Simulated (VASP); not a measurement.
A run of VASP 6.6.1 is set up as follows.

File INCAR:

```
SYSTEM = SnO2
  ALGO = Normal
  EDIFF = 1E-6
  ENCUT = 520
  ISIF = 2
  ISMEAR = 0
  LASPH = .True.
  LCHARG = .False.
  LREAL = .False.
  LWAVE = .False.
  NBANDS = 35
  NELM = 80
  PREC = Accurate
  SIGMA = 0.05
```

File KPOINTS:

```
k-points
0
Gamma
  10 10 10
  0 0 0
```

Contents of POSCAR:

```
SnO2
1.0
   -1.9861130355      1.9861130355      5.1410694705
    1.9861130355     -1.9861130355      5.1410694705
    1.9861130355      1.9861130355     -5.1410694705
Sn O
2 4
Direct
    0.7500000000      0.2500000000      0.5000000000
    0.0000000000      0.0000000000      0.0000000000
    0.7969975836      0.7969975836      0.0000000000
    0.9530024164      0.4530024164      0.5000000000
    0.2030024164      0.2030024164      0.0000000000
    0.5469975836      0.0469975836      0.5000000000
```

Potentials or basis: VASP PAW LDA potentials, release 64 (Sn_d, O).

Launch:

```sh
$ cat potpaw_LDA.64/Sn_d/POTCAR potpaw_LDA.64/O/POTCAR > POTCAR
$ mpirun -np 1 vasp_std > vasp.out
```

**Question.** Estimate the pressure.

**Answer.** -1.2 GPa.

**Question.** What does it give for the band gap on the k mesh?

**Answer.** 1.62 eV (least direct gap 2.00 eV).

**Question.** Predict the largest force.

**Answer.** 0.140 eV/Å.

Forces in eV/Å, atoms in the order of the input:
```
Sn   0.000  0.000  0.000
Sn   0.000  0.000  0.000
O    0.000  0.000  0.140
O    0.000  0.000 -0.140
O    0.000  0.000 -0.140
O    0.000  0.000  0.140
```

Caveat: the cell differs from its parent crystal (strain +0.0100 x Voigt [0, 0, 1, 0, 0, 0]); spin-orbit coupling is left out, which moves the levels of the heavy elements. A k mesh can miss the band edges.
